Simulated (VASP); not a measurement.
Here is a VASP 6.6.1 calculation.

Contents of POSCAR:

```
YS
1.0
    0.0000000000      2.7436500000      2.7436500000
    2.7436500000      0.0000000000      2.7436500000
    2.7436500000      2.7436500000      0.0000000000
Y S
1 1
Direct
    0.5000000000      0.5000000000      0.5000000000
    0.0000000000      0.0000000000      0.0000000000
```

The input INCAR.step1:

```
SYSTEM = YS
PREC = Accurate
ENCUT = 520
ISMEAR = 0
SIGMA = 0.1
LREAL = .False.
LASPH = .True.
NELM = 100
NBANDS = 16
GGA = PE
ALGO = Normal
EDIFF = 1E-4
LWAVE = .True.
LCHARG = .False.
```

Contents of INCAR.step2:

```
SYSTEM = YS
PREC = Accurate
ENCUT = 520
EDIFF = 1E-7
ISMEAR = 0
SIGMA = 0.1
LREAL = .False.
LASPH = .True.
NELM = 100
ALGO = Normal
ISIF = 2
LWAVE = .False.
LCHARG = .False.
METAGGA = R2SCAN
LMIXTAU = .True.
NBANDS = 16
ISTART = 1
```

The input KPOINTS:

```
Automatic mesh
0
Gamma
  6 6 6
  0 0 0
```

Potentials or basis: VASP PAW PBE potentials, release 64 (Y_sv, S).

Command:

```console
$ cat potpaw_PBE.64/Y_sv/POTCAR potpaw_PBE.64/S/POTCAR > POTCAR
$ cp INCAR.step1 INCAR
$ mpirun -np 1 vasp_std > vasp.out
$ cp INCAR.step2 INCAR
$ mpirun -np 1 vasp_std > vasp.out
```

(1) Estimate the pressure.

Answers

(1) 2.0 GPa.

Caveat: the PAW data sets were made with another functional, which shifts forces and pressure a little.
